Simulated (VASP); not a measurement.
Set up this calculation in VASP 6.6.1, as the native input.

```
Task                   : single point
Functional             : PBE
Potentials or basis    : VASP PAW PBE potentials, release 64 (Cu, Ru_pv)
Cutoff                 : 520 eV
k mesh                 : 7 × 7 × 1
Occupations            : gaussian, width 0.2 eV
Spin                   : no spin polarisation
Dipole correction      : no
Further INCAR settings : ALGO = Fast; EDIFF = 1e-06; NBANDS = 93
```

The structure of Cu6Ru lies in POSCAR:

```
Cu6Ru
1.0
    2.6132557366      0.0000000000      0.0000000000
   -1.3066278683      2.2631458545      0.0000000000
    0.0000000000      0.0000000000     29.4122281539
Cu Ru
12 2
Direct
    0.6666666667      0.3333333333      0.1109351531
    0.0000000000      0.0000000000      0.1816672161
    0.3333333333      0.6666666667      0.2523301872
    0.6666666667      0.3333333333      0.3231310101
    0.0000000000      0.0000000000      0.3938193972
    0.3333333333      0.6666666667      0.4646424597
    0.6666666667      0.3333333333      0.5353575403
    0.3333333333      0.6666666667      0.6768689899
    0.0000000000      0.0000000000      0.6061806028
    0.3333333333      0.6666666667      0.8890648469
    0.0000000000      0.0000000000      0.8183327839
    0.6666666667      0.3333333333      0.7476698128
    0.3333333333      0.6666666667      0.0353701196
    0.6666666667      0.3333333333      0.9646298804
```

One way to write it, as run:

INCAR

```
ALGO = Fast ; EDIFF = 1E-6
ENCUT = 520 ; GGA = PE
ISIF = 2 ; ISMEAR = 0
LASPH = True ; LCHARG = False
LREAL = False ; LWAVE = False
NBANDS = 93 ; NELM = 100
PREC = Accurate ; SIGMA = 0.2
```

KPOINTS

```
k-points
0
Gamma
  7 7 1
```

Potentials or basis: VASP PAW PBE potentials, release 64 (Cu, Ru_pv).

Run with:

```bash
$ cat potpaw_PBE.64/Cu/POTCAR potpaw_PBE.64/Ru_pv/POTCAR > POTCAR
$ mpirun -np 1 vasp_std > vasp.out
```

It gave:

```
Pressure               : 0.5 GPa
Largest force          : 0.050 eV/Å
Band gap on the k mesh : zero (bands 80 and 81 overlap by 3.16 eV)
```

Caveat: the k points lie up to 0.40 Å⁻¹ apart, too coarse for converged energies and pressures of a metal.

Run time: 4.2 min on 1 thread of Intel(R) Xeon(R) 6975P-C (Granite Rapids) (shared host), peak memory 0.34 GiB.
